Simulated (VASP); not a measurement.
# MoW14 (a cell with a defect) in VASP: single point with PBEsol

Aim: the single point of MoW14 (a cell with a defect) with PBEsol.

Everything below comes from runs of VASP 6.6.1. Logs are shortened: lines on timing, memory, paths and dates and some standing lists are left out, and cuts for length are marked.

### Step 1. The cell of the first run

The cell holds a defect, 15 atoms: a = 6.320 Å, b = 6.320 Å, c = 6.320 Å, α = 90.00°, β = 90.00°, γ = 90.00°.

### Step 2. Single point, PBEsol

File INCAR:

```
  PREC = Accurate
  ENCUT = 520
  EDIFF = 1E-6
  ISMEAR = 0
  SIGMA = 0.05
  LREAL = Auto
  LASPH = True
  NELM = 100
  ALGO = Normal
  ISIF = 2
  LWAVE = False
  LCHARG = True
  GGA = PS
  LELF = True
  LVHAR = True
  NBANDS = 118
```

File KPOINTS:

```
Automatic mesh
0
Gamma
  3 3 3
```

File POSCAR:

```
MoW14
1.0
    6.3200000000      0.0000000000      0.0000000000
    0.0000000000      6.3200000000      0.0000000000
    0.0000000000      0.0000000000      6.3200000000
Mo W
1 14
Direct
   -0.1233568038      0.1243003165      0.1241352848
    0.4936912975     -0.0041322785     -0.0035716772
    0.0044224684      0.5065446203     -0.0034675633
    0.0043629747     -0.0039925633      0.5069897152
    0.2580181962      0.2535585443      0.2540802215
    0.5043253165      0.4958878165      0.0013882911
    0.5044091772      0.0005903481      0.4964023734
   -0.0004756329      0.4959177215      0.4965343354
    0.2471912975      0.7535292722      0.2491620253
    0.2471860759      0.2485575949      0.7538957278
    0.5017397152      0.4986952532      0.4993183544
    0.7472169304      0.7429936709      0.2537784810
    0.7469670886      0.2534819620      0.7430811709
    0.2497153481      0.7505011076      0.7512238924
    0.7519390823      0.7534639241      0.7538412975
```

Potentials or basis: VASP PAW PBE potentials, release 64 (Mo_sv, W_sv).

On the command line:

```
cat potpaw_PBE.64/Mo_sv/POTCAR potpaw_PBE.64/W_sv/POTCAR > POTCAR
mpirun -np 1 vasp_std > vasp.out
```

OUTCAR:

```text
PREC = Accurate
   ENCUT = 520
   EDIFF = 1E-6
   ISMEAR = 0
   LREAL = Auto
   LASPH = True
   NELM = 100
   ISIF = 2
   GGA = PS

 ion  position               nearest neighbor table
   1  0.877  0.124  0.124-  13 2.67   3 2.67  12 2.67   5 2.67   4 2.68   2 2.68  10 3.40  15 3.40
                             9 3.41   6 3.41   8 3.41   7 3.42
   2  0.494  0.996  0.996-   1 2.68  14 2.68   9 2.71  10 2.71  15 2.71   5 2.74  12 2.79  13 2.79
                             7 3.16   6 3.16   6 3.16   7 3.16
   3  0.004  0.507  0.997-   1 2.67  14 2.68  15 2.71   9 2.71  10 2.71  12 2.74  13 2.79   5 2.79
                             6 3.16   8 3.16   8 3.16   6 3.16
   4  0.004  0.996  0.507-   1 2.68  14 2.68  15 2.71  10 2.71   9 2.71  13 2.74  12 2.79   5 2.79
                             8 3.16   7 3.16   7 3.16   8 3.16
   5  0.258  0.254  0.254-   1 2.67  11 2.68   6 2.71   7 2.71   8 2.71   2 2.74   4 2.79   3 2.79
                            10 3.16   9 3.16   9 3.16  10 3.16
   6  0.504  0.496  0.001-   5 2.71  12 2.71  13 2.71  10 2.74  15 2.75  14 2.77   9 2.78  11 3.15
                             3 3.16   2 3.16   2 3.16   3 3.16  11 3.17   1 3.41
   7  0.504  0.001  0.496-   5 2.71  13 2.71  12 2.71   9 2.74  15 2.74  14 2.77  10 2.78  11 3.15
                             4 3.16   2 3.16   2 3.16   4 3.16  11 3.17   1 3.42
   8  1.000  0.496  0.497-  13 2.71  12 2.71   5 2.71  10 2.75   9 2.75  14 2.77  15 2.78  11 3.15
                             4 3.16   3 3.16   3 3.16   4 3.16  11 3.17   1 3.41
   9  0.247  0.754  0.249-   2 2.71   3 2.71   4 2.71   7 2.74   8 2.75  11 2.77   6 2.78  14 3.15
                            12 3.16   5 3.16  12 3.16   5 3.16  14 3.17   1 3.41
  10  0.247  0.249  0.754-   2 2.71   4 2.71   3 2.71   6 2.74   8 2.75  11 2.77   7 2.78  14 3.15
                            13 3.16   5 3.16   5 3.16  13 3.16  14 3.17   1 3.40
  11  0.502  0.499  0.499-   5 2.68  13 2.68  12 2.68  14 2.76  10 2.77  15 2.77   9 2.77   8 3.15
                             6 3.15   7 3.15   7 3.17   6 3.17   8 3.17
  12  0.747  0.743  0.254-   1 2.67  11 2.68   8 2.71   6 2.71   7 2.71   3 2.74   4 2.79   2 2.79
                            15 3.16   9 3.16   9 3.16  15 3.16
  13  0.747  0.253  0.743-   1 2.67  11 2.68   8 2.71   7 2.71   6 2.71   4 2.74   3 2.79   2 2.79
                            10 3.16  15 3.16  15 3.16  10 3.16
  14  0.250  0.751  0.751-   2 2.68   3 2.68   4 2.68  11 2.76   6 2.77   8 2.77   7 2.77  15 3.15
                             9 3.15  10 3.15  10 3.17   9 3.17  15 3.17
  15  0.752  0.753  0.754-   4 2.71   3 2.71   2 2.71   7 2.74   6 2.75  11 2.77   8 2.78  14 3.15
                            12 3.16  13 3.16  13 3.16  12 3.16  14 3.17   1 3.40

  LATTYP: Found a simple cubic cell.
 ALAT       =     6.3200000000

  Lattice vectors:

 A1 = (   6.3200000000,   0.0000000000,   0.0000000000)
 A2 = (   0.0000000000,   6.3200000000,   0.0000000000)
 A3 = (   0.0000000000,   0.0000000000,   6.3200000000)

Analysis of symmetry for initial positions (statically):
[... 166 lines left out ...]
   LHFCALC =     F    Hartree Fock is set to
   AEXX    =    0.0000 exact exchange contribution
   IVDW    =     0    specifies the selected vdW correction
   LEPSILON=     F    determine dielectric tensor
   LRPA    =     F    only Hartree local field effects (RPA)
 non-spin polarized calculation
 Gauss-broadening in eV      SIGMA  =   0.05
  energy-cutoff  :      520.00
  volume of cell :      252.44
 maximum number of plane-waves:      6859
   NGX = 23   NGY = 23   NGZ = 23

 number of electron     210.0000012 magnetization

 Free energy of the ion-electron system (eV)
  ---------------------------------------------------
  ext. energy  EPLUGINS =         0.00000000
  ---------------------------------------------------
  free energy    TOTEN  =      -199.95702346 eV

  energy without entropy =     -199.94228432  energy(sigma->0) =     -199.94965389

 E-fermi :  10.1739     XC(G=0): -13.3301

 val. band max:       10.1340130365   @ k =   0.3333   0.0000   0.0000
 cond. band min:      10.1942618910   @ k =   0.0000   0.3333   0.3333
 fundamental gap:      0.0602488544
 Fermi energy:        10.1738805365

 k-point     1 :       0.0000    0.0000    0.0000
  band No.  band energies     occupation
      1     -63.6817      2.00000
      2     -63.6181      2.00000
      3     -63.6179      2.00000
      4     -63.6137      2.00000
      5     -63.6133      2.00000
      6     -63.5843      2.00000
[... 1669 lines left out ...]
    116      12.1149      0.00000
    117      12.3859      0.00000
 [bands above 117 left out]

------------------------ aborting loop because EDIFF is reached ----------------------------------------

  FORCE on cell =-STRESS in cart. coord.  units (eV):
  Direction    XX          YY          ZZ          XY          YZ          ZX
  --------------------------------------------------------------------------------------
  -------------------------------------------------------------------------------------
  Total      -11.7493775    -11.6753813    -11.7105380      2.9028618     -2.8955914      2.9121280
  in kB      -74.5717276    -74.1020835    -74.3252185     18.4240757    -18.3779316     18.4828872
  external PRESSURE =     -74.3330098 kB  Pullay stress =       0.0000000 kB

 VOLUME and BASIS-vectors are now :
 -----------------------------------------------------------------------------
  energy-cutoff  :      520.00
  volume of cell :      252.44
      direct lattice vectors                 reciprocal lattice vectors
     6.320000000  0.000000000  0.000000000     0.158227848  0.000000000  0.000000000
     0.000000000  6.320000000  0.000000000     0.000000000  0.158227848  0.000000000
     0.000000000  0.000000000  6.320000000     0.000000000  0.000000000  0.158227848

 POSITION                                       TOTAL-FORCE (eV/Angst)
 -----------------------------------------------------------------------------------
      5.54038      0.78558      0.78453        -0.015434     -0.012604      0.026582
      3.12013      6.29388      6.29743         0.026396      0.015742      0.007971
      0.02795      3.20136      6.29808        -0.004767     -0.002314      0.006585
      0.02757      6.29477      3.20418         0.001999      0.010018     -0.010000
      1.63067      1.60249      1.60579        -0.020506     -0.014143     -0.014779
      3.18734      3.13401      0.00877         0.021106      0.001555     -0.004341
      3.18787      0.00373      3.13726         0.009593      0.012645      0.001614
      6.31699      3.13420      3.13810         0.008552     -0.000110     -0.012192
      1.56225      4.76231      1.57470        -0.007078     -0.012298      0.001765
      1.56222      1.57088      4.76462        -0.010702      0.003485     -0.001572
      3.17100      3.15175      3.15569         0.009261      0.006128     -0.012219
      4.72241      4.69572      1.60388        -0.005675     -0.009641     -0.000812
      4.72083      1.60201      4.69627         0.008290     -0.012496      0.008403
      1.57820      4.74317      4.74773        -0.008900      0.020200      0.002453
      4.75226      4.76189      4.76428        -0.012135     -0.006166      0.000541
 -----------------------------------------------------------------------------------
    total drift:                                0.000729      0.001589     -0.001725

  FREE ENERGIE OF THE ION-ELECTRON SYSTEM (eV)
  ---------------------------------------------------
  free  energy   TOTEN  =      -199.9570234577 eV

  energy  without entropy=     -199.9422843157  energy(sigma->0) =     -199.94965389
```

OSZICAR:

```text
N       E                     dE             d eps       ncg     rms          rms(c)
DAV:   1     0.324773564598E+04    0.32477E+04   -0.12186E+05  3312   0.209E+03
DAV:   2     0.641583161436E+02   -0.31836E+04   -0.31326E+04  3304   0.704E+02
DAV:   3    -0.194186527282E+03   -0.25834E+03   -0.24486E+03  3870   0.175E+02
DAV:   4    -0.209668952619E+03   -0.15482E+02   -0.14694E+02  3928   0.338E+01
DAV:   5    -0.210307305559E+03   -0.63835E+00   -0.62999E+00  4024   0.619E+00    0.782E+01
DAV:   6    -0.202494121833E+03    0.78132E+01   -0.19090E+01  4016   0.170E+01    0.311E+01
DAV:   7    -0.204159810218E+03   -0.16657E+01   -0.40052E+01  3906   0.214E+01    0.118E+01
DAV:   8    -0.200115469201E+03    0.40443E+01   -0.87479E+00  3840   0.746E+00    0.322E+00
DAV:   9    -0.199998760138E+03    0.11671E+00   -0.85940E-01  4048   0.433E+00    0.162E+00
DAV:  10    -0.199981712566E+03    0.17048E-01   -0.31931E-01  4050   0.182E+00    0.137E+00
DAV:  11    -0.199957777324E+03    0.23935E-01   -0.79441E-02  4120   0.107E+00    0.408E-01
DAV:  12    -0.199957094818E+03    0.68251E-03   -0.11023E-02  4082   0.425E-01    0.147E-01
DAV:  13    -0.199957053068E+03    0.41749E-04   -0.10476E-03  4224   0.168E-01    0.814E-02
DAV:  14    -0.199957030509E+03    0.22560E-04   -0.16593E-04  4146   0.665E-02    0.264E-02
DAV:  15    -0.199957023875E+03    0.66333E-05   -0.52006E-05  4168   0.424E-02    0.814E-03
DAV:  16    -0.199957023458E+03    0.41775E-06   -0.52018E-06  2960   0.111E-02
   1 F= -.19995702E+03 E0= -.19994965E+03  d E =-.147391E-01
```

stdout:

```text
POSCAR found type information on POSCAR MoW
 POSCAR found :  2 types and      15 ions
 scaLAPACK will be used
 -----------------------------------------------------------------------------
|                                                                             |
|                                                                             |
|     You enforced a specific xc type in the INCAR file but a different       |
|     I HOPE YOU KNOW WHAT YOU ARE DOING!                                     |
|                                                                             |
 -----------------------------------------------------------------------------

 LDA part: xc-table for (Slater+PW92), standard interpolation
 POSCAR, INCAR and KPOINTS ok, starting setup
 FFT: planning ... GRIDC
 FFT: planning ... GRID_SOFT
 FFT: planning ... GRID
 WAVECAR not read
 entering main loop
```

Wall time 15 min (1 thread of Intel Xeon Platinum 8488C (Sapphire Rapids), shared host); peak memory 0.46 GiB.

Results:

```yaml
Free_energy: -199.9570 eV
Pressure: -7.4 GPa
Largest_force: 0.033 eV/Å
Band_gap_on_the_k_mesh: zero (bands 105 and 106 overlap by 0.06 eV)
```

Forces in eV/Å, atoms in the order of the input:
```
Mo  -0.015 -0.013  0.027
W    0.026  0.016  0.008
W   -0.005 -0.002  0.007
W    0.002  0.010 -0.010
W   -0.021 -0.014 -0.015
W    0.021  0.002 -0.004
W    0.010  0.013  0.002
W    0.009  0.000 -0.012
W   -0.007 -0.012  0.002
W   -0.011  0.003 -0.002
W    0.009  0.006 -0.012
W   -0.006 -0.010 -0.001
W    0.008 -0.012  0.008
W   -0.009  0.020  0.002
W   -0.012 -0.006  0.001
```

Levels at points of the mesh, in eV from the Fermi level:
```csv
k point,band 101,band 102,band 103,band 104,band 105,band 106,band 107,band 108,band 109,band 110
"(0.00, 0.00, 0.00)",-0.17,-0.17,-0.05,0.08,0.08,0.81,0.82,0.84,1.05,1.06
```

Caveat: the PAW data sets were made with another functional, which shifts forces and pressure a little; spin-orbit coupling is left out, which moves the levels of the heavy elements.

The gap in the log of VASP goes by the Fermi energy; the results here count the filled bands.